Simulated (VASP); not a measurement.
# Ga2Te2O (Cmc2_1) in VASP: single point with PBE

Aim: the single point of Ga2Te2O with PBE.

Everything below comes from runs of VASP 6.6.1. Logs are shortened: lines on timing, memory, paths and dates and some standing lists are left out, and cuts for length are marked.

## (1) The cell of the first run

It takes space group Cmc2_1 (No. 36, orthorhombic). Conventional cell: a = 11.578 Å, b = 7.267 Å, c = 6.894 Å, α = 90.00°, β = 90.00°, γ = 90.00°. Ga (site symmetry 1) has 1 O at 1.82 Å within 2.4 Å. Within 3.5 Å of Te (site symmetry 1) lie 3 Ga at 2.66 to 2.71 Å. O (site symmetry m) has 2 Ga at 1.82 Å within 2.4 Å.

## (2) Single point, PBE

INCAR

```
SYSTEM = Ga2Te2O
  PREC = Accurate
  ENCUT = 520
  EDIFF = 1E-6
  ISMEAR = 0
  SIGMA = 0.15
  LREAL = .False.
  LASPH = .True.
  NELM = 100
  ALGO = Normal
  ISIF = 2
  LWAVE = .False.
  LCHARG = .False.
  GGA = PE
  NBANDS = 55
```

KPOINTS

```
Automatic mesh
0
Gamma
  2 2 2
  0 0 0
```

POSCAR

```
Ga2Te2O
1.0
    5.7888529168     -3.6332680308      0.0000000000
    5.7888529168      3.6332680308      0.0000000000
    0.0000000000      0.0000000000      6.8943155130
Ga Te O
4 4 2
Direct
    0.3073482772     -0.0256417935      0.2314356399
    1.0256417935      0.6926517228      0.2314356399
   -0.0256417935      0.3073482772      0.7314356399
    0.6926517228      1.0256417935      0.7314356399
   -0.0317532014      0.3481494121      0.3395692558
    0.6518505879      1.0317532014      0.3395692558
    1.0317532014      0.6518505879      0.8395692558
    0.3481494121     -0.0317532014      0.8395692558
    0.2526535171      0.7473464829      0.3049902087
    0.7473464829      0.2526535171      0.8049902087
```

Potentials or basis: VASP PAW PBE potentials, release 64 (Ga_d, Te, O).

Run with:

```sh
cat potpaw_PBE.64/Ga_d/POTCAR potpaw_PBE.64/Te/POTCAR potpaw_PBE.64/O/POTCAR > POTCAR
mpirun -np 1 vasp_std > vasp.out
```

OUTCAR:

```text
SYSTEM = Ga2Te2O
   PREC = Accurate
   ENCUT = 520
   EDIFF = 1E-6
   ISMEAR = 0
   LREAL = .False.
   LASPH = .True.
   NELM = 100
   ISIF = 2
   GGA = PE

 ion  position               nearest neighbor table
   1  0.307  0.974  0.231-   9 1.82   6 2.66   5 2.70   8 2.71
   2  0.026  0.693  0.231-   9 1.82   5 2.66   6 2.70   7 2.71
   3  0.974  0.307  0.731-  10 1.82   7 2.66   8 2.70   5 2.71
   4  0.693  0.026  0.731-  10 1.82   8 2.66   7 2.70   6 2.71
   5  0.968  0.348  0.340-   2 2.66   1 2.70   3 2.71   6 3.66
   6  0.652  0.032  0.340-   1 2.66   2 2.70   4 2.71   5 3.66
   7  0.032  0.652  0.840-   3 2.66   4 2.70   2 2.71   8 3.66
   8  0.348  0.968  0.840-   4 2.66   3 2.70   1 2.71   7 3.66
   9  0.253  0.747  0.305-   1 1.82   2 1.82
  10  0.747  0.253  0.805-   3 1.82   4 1.82

  LATTYP: Found a base centered orthorhombic cell.
 ALAT       =     7.2665360616
 B/A-ratio  =     1.5932909072
 C/A-ratio  =     0.9487760681

  Lattice vectors:

 A1 = (  -5.7888529168,  -3.6332680308,   0.0000000000)
 A2 = (   5.7888529168,  -3.6332680308,   0.0000000000)
 A3 = (   0.0000000000,   0.0000000000,   6.8943155130)

Analysis of symmetry for initial positions (statically):
=====================================================================
 Subroutine PRICEL returns:
 Original cell was already a primitive cell.

 Routine SETGRP: Setting up the symmetry group for a
 base centered orthorhombic supercell.

 Subroutine GETGRP returns: Found  4 space group operations
 (whereof  2 operations were pure point group operations)
 out of a pool of  8 trial point group operations.

The static configuration has the point symmetry C_1h.
 The point group associated with its full space group is C_2v.

Analysis of symmetry for dynamics (positions and initial velocities):
=====================================================================
 Subroutine PRICEL returns:
 Original cell was already a primitive cell.

 Routine SETGRP: Setting up the symmetry group for a
 base centered orthorhombic supercell.

 Subroutine GETGRP returns: Found  4 space group operations
 (whereof  2 operations were pure point group operations)
 out of a pool of  8 trial point group operations.

The dynamic configuration has the point symmetry C_1h.
 The point group associated with its full space group is C_2v.

 Subroutine INISYM returns: Found  4 space group operations
 (whereof  2 operations are pure point group operations),
 and found     1 'primitive' translations

----------------------------------------------------------------------------------------

                                     Primitive cell

  volume of cell :     290.0088

  direct lattice vectors                    reciprocal lattice vectors
     5.788852917 -3.633268031  0.000000000     0.086372898 -0.137617152  0.000000000
     5.788852917  3.633268031  0.000000000     0.086372898  0.137617152  0.000000000
     0.000000000  0.000000000  6.894315513     0.000000000  0.000000000  0.145047032

  length of vectors
     6.834577871  6.834577871  6.894315513     0.162476946  0.162476946  0.145047032

  position of ions in fractional coordinates (direct lattice)
     0.307348277  0.974358206  0.231435640
     0.025641794  0.692651723  0.231435640
     0.974358206  0.307348277  0.731435640
     0.692651723  0.025641794  0.731435640
     0.968246799  0.348149412  0.339569256
     0.651850588  0.031753201  0.339569256
     0.031753201  0.651850588  0.839569256
     0.348149412  0.968246799  0.839569256
     0.252653517  0.747346483  0.304990209
     0.747346483  0.252653517  0.804990209

  ion indices of the primitive-cell ions
   primitive index   ion index
                 1           1
                 2           2
                 3           3
                 4           4
                 5           5
                 6           6
                 7           7
                 8           8
                 9           9
                10          10

----------------------------------------------------------------------------------------

 KPOINTS: Automatic mesh

Automatic generation of k-mesh.
 Grid dimensions read from file:
 generate k-points for:    2    2    2

 Generating k-lattice:

  Cartesian coordinates                     Fractional coordinates (reciprocal lattice)
     0.043186449 -0.068808576  0.000000000     0.500000000 -0.000000000  0.000000000
     0.043186449  0.068808576  0.000000000    -0.000000000  0.500000000  0.000000000
     0.000000000  0.000000000  0.072523516     0.000000000  0.000000000  0.500000000

  Length of vectors
     0.081238473  0.081238473  0.072523516

  Shift w.r.t. Gamma in fractional coordinates (k-lattice)
     0.000000000  0.000000000  0.000000000

 Subroutine IBZKPT returns following result:
 ===========================================

 Found      6 irreducible k-points:

 Following reciprocal coordinates:
            Coordinates               Weight
  0.000000  0.000000  0.000000      1.000000
  0.500000  0.000000  0.000000      2.000000
  0.500000  0.500000  0.000000      1.000000
  0.000000  0.000000  0.500000      1.000000
  0.500000  0.000000  0.500000      2.000000
  0.500000  0.500000  0.500000      1.000000
   k-points           NKPTS =      6   k-points in BZ     NKDIM =      6   number of bands    NBANDS=     55
   number of dos      NEDOS =    301   number of ions     NIONS =     10
   total plane-waves  NPLWV = 157464
   dimension x,y,z NGX =    54 NGY =   54 NGZ =   54
   dimension x,y,z NGXF=   108 NGYF=  108 NGZF=  108
   ions per type =               4   4   2
   NGX,Y,Z   is equivalent  to a cutoff of  13.14, 13.14, 13.02 a.u.
   NGXF,Y,Z  is equivalent  to a cutoff of  26.27, 26.27, 26.04 a.u.
 SYSTEM =  Ga2Te2O
   PREC   = accura    normal or accurate (medium, high low for compatibility)
   ISTART =      0    job   : 0-new  1-cont  2-samecut
   ICHARG =      2    charge: 1-file 2-atom 10-const
   ISPIN  =      1    spin polarized calculation?
   LNONCOLLINEAR =      F non collinear calculations
   LSORBIT =      F    spin-orbit coupling
   LASPH  =      T    aspherical Exc in radial PAW
   ENCUT  =  520.0 eV  38.22 Ry    6.18 a.u.  12.71 12.71 12.82*2*pi/ulx,y,z
   NELM   =    100;   NELMIN=  2; NELMDL= -5     # of ELM steps
   EDIFF  = 0.1E-05   stopping-criterion for ELM
   LREAL  =      F    real-space projection
   EDIFFG = 0.1E-04   stopping-criterion for IOM
   NSW    =      0    number of steps for IOM
   IBRION =     -1    ionic relax: 0-MD 1-quasi-New 2-CG
   NFREE  =      0    steps in history (QN), initial steepest desc. (CG)
   ISIF   =      2    stress and relaxation
   ISYM   =      2    0-nonsym 1-usesym 2-fastsym
   POTIM  = 0.5000    time-step for ionic-motion
   TEBEG  =    0.0;   TEEND  =   0.0 temperature during run
   PSTRESS=    0.0 pullay stress
   NELECT =      88.0000    total number of electrons
   NUPDOWN=      -1.0000    fix difference up-down
   EMIN   =  10.00;   EMAX   =-10.00  energy-range for DOS
   EFERMI =   0.00;   METHOD = LEGACY
   ISMEAR =     0;   SIGMA  =   0.15  broadening in eV -4-tet -1-fermi 0-gaus
   EFERMI_NEDOS =   21; number of points for ismear=-14 and -15
   IALGO  =     38    algorithm
   IMIX   =      4    mixing-type and parameters
     AMIX     =   0.40;   BMIX     =  1.00
     AMIX_MAG =   1.60;   BMIX_MAG =  1.00
  volume/ion in A,a.u.               =      29.00       195.71
  Fermi-wavevector in a.u.,A,eV,Ry     =   1.100100  2.078887 16.466032  1.210219
  Thomas-Fermi vector in A             =   2.236505
   LORBIT       =      0    0 simple, 1 ext, 2 COOP (PROOUT), +10 PAW based schemes
   GGA     = PE    functional components
   LHFCALC =     F    Hartree Fock is set to
   AEXX    =    0.0000 exact exchange contribution
   IVDW    =     0    specifies the selected vdW correction
   LEPSILON=     F    determine dielectric tensor
   LRPA    =     F    only Hartree local field effects (RPA)
 non-spin polarized calculation
 Gauss-broadening in eV      SIGMA  =   0.15
  energy-cutoff  :      520.00
  volume of cell :      290.01
 maximum number of plane-waves:      7812
 NGX is ok and might be reduce to    54
   NGX = 25   NGY = 25   NGZ = 25

 number of electron      88.0000021 magnetization

 Free energy of the ion-electron system (eV)
  ---------------------------------------------------
  ext. energy  EPLUGINS =         0.00000000
  ---------------------------------------------------
  free energy    TOTEN  =       -40.86903608 eV

  energy without entropy =      -40.86903608  energy(sigma->0) =      -40.86903608

 E-fermi :   2.9492     XC(G=0):  -8.3268

 val. band max:        2.2299263986   @ k =   0.5000   0.0000   0.0000
 cond. band min:       3.7721338637   @ k =   0.0000   0.0000   0.0000
 fundamental gap:      1.5422074651
 Fermi energy:         2.9491913787

 k-point     1 :       0.0000    0.0000    0.0000
  band No.  band energies     occupation
      1     -15.5745      2.00000
      2     -15.5663      2.00000
      3     -11.9982      2.00000
      4     -11.9960      2.00000
      5     -11.9847      2.00000
      6     -11.9693      2.00000
[... 47 lines left out ...]
     54       8.1438      0.00000
     55       8.5399      0.00000

 k-point     2 :       0.5000    0.0000    0.0000
  band No.  band energies     occupation
      1     -15.5713      2.00000
      2     -15.5676      2.00000
      3     -12.0001      2.00000
      4     -11.9956      2.00000
      5     -11.9805      2.00000
      6     -11.9792      2.00000
[... 47 lines left out ...]
     54       7.9201      0.00000
     55       8.3984      0.00000

 k-point     3 :       0.5000    0.5000    0.0000
  band No.  band energies     occupation
      1     -15.5709      2.00000
      2     -15.5665      2.00000
      3     -11.9997      2.00000
      4     -11.9956      2.00000
      5     -11.9829      2.00000
      6     -11.9804      2.00000
[... 47 lines left out ...]
     54       8.3134      0.00000
     55       8.5701      0.00000

 k-point     4 :       0.0000    0.0000    0.5000
  band No.  band energies     occupation
      1     -15.5702      2.00000
      2     -15.5702      2.00000
      3     -11.9973      2.00000
      4     -11.9973      2.00000
      5     -11.9632      2.00000
      6     -11.9632      2.00000
[... 47 lines left out ...]
     54       7.8340      0.00000
     55       8.3444      0.00000

 k-point     5 :       0.5000    0.0000    0.5000
  band No.  band energies     occupation
      1     -15.5692      2.00000
      2     -15.5692      2.00000
      3     -11.9988      2.00000
      4     -11.9988      2.00000
      5     -11.9655      2.00000
      6     -11.9655      2.00000
[... 47 lines left out ...]
     54       7.4543      0.00000
     55       7.7030      0.00000

 k-point     6 :       0.5000    0.5000    0.5000
  band No.  band energies     occupation
      1     -15.5685      2.00000
      2     -15.5685      2.00000
      3     -11.9984      2.00000
      4     -11.9984      2.00000
      5     -11.9795      2.00000
      6     -11.9795      2.00000
[... 47 lines left out ...]
     54       7.0303      0.00000
     55       8.6060      0.00000

------------------------ aborting loop because EDIFF is reached ----------------------------------------

  FORCE on cell =-STRESS in cart. coord.  units (eV):
  Direction    XX          YY          ZZ          XY          YZ          ZX
  --------------------------------------------------------------------------------------
  -------------------------------------------------------------------------------------
  Total        0.4226012      0.1826167      0.1225553      0.0000000      0.0000000      0.0000000
  in kB        2.3346952      1.0088811      0.6770670      0.0000000      0.0000000      0.0000000
  external PRESSURE =       1.3402144 kB  Pullay stress =       0.0000000 kB

 VOLUME and BASIS-vectors are now :
 -----------------------------------------------------------------------------
  energy-cutoff  :      520.00
  volume of cell :      290.01
      direct lattice vectors                 reciprocal lattice vectors
     5.788852917 -3.633268031  0.000000000     0.086372898 -0.137617152  0.000000000
     5.788852917  3.633268031  0.000000000     0.086372898  0.137617152  0.000000000
     0.000000000  0.000000000  6.894315513     0.000000000  0.000000000  0.145047032

 POSITION                                       TOTAL-FORCE (eV/Angst)
 -----------------------------------------------------------------------------------
      7.41961      2.42343      1.59559         0.020010      0.003407     -0.009198
      4.15810      2.42343      1.59559        -0.020010      0.003407     -0.009198
      7.41961     -2.42343      5.04275         0.020010     -0.003407     -0.009198
      4.15810     -2.42343      5.04275        -0.020010     -0.003407     -0.009198
      7.62042     -2.25298      2.34110        -0.002517      0.003884     -0.002292
      3.95728     -2.25298      2.34110         0.002517      0.003884     -0.002292
      3.95728      2.25298      5.78826         0.002517     -0.003884     -0.002292
      7.62042      2.25298      5.78826        -0.002517     -0.003884     -0.002292
      5.78885      1.79735      2.10270         0.000000     -0.008481      0.022980
      5.78885     -1.79735      5.54986         0.000000      0.008481      0.022980
 -----------------------------------------------------------------------------------
    total drift:                                0.000000     -0.000000      0.000867

  FREE ENERGIE OF THE ION-ELECTRON SYSTEM (eV)
  ---------------------------------------------------
  free  energy   TOTEN  =       -40.8690360776 eV

  energy  without entropy=      -40.8690360776  energy(sigma->0) =      -40.86903608
```

It took 2.4 min on 1 thread of AMD EPYC 7R43 (Zen 3), shared host; peak memory 0.39 GiB.

What came out:

| Property | Result |
| --- | --- |
| Free energy | -40.8690 eV |
| Pressure | 0.1 GPa |
| Largest force | 0.024 eV/Å |
| Band gap on the k mesh | 1.54 eV (least direct gap 1.75 eV) |

Forces in eV/Å, atoms in the order of the input:
```
Ga   0.020  0.003 -0.009
Ga  -0.020  0.003 -0.009
Ga   0.020 -0.003 -0.009
Ga  -0.020 -0.003 -0.009
Te  -0.003  0.004 -0.002
Te   0.003  0.004 -0.002
Te   0.003 -0.004 -0.002
Te  -0.003 -0.004 -0.002
O    0.000 -0.008  0.023
O    0.000  0.008  0.023
```

Caveat: the k points lie up to 0.51 Å⁻¹ apart; spin-orbit coupling is left out, which moves the levels of the heavy elements. A k mesh can miss the band edges.
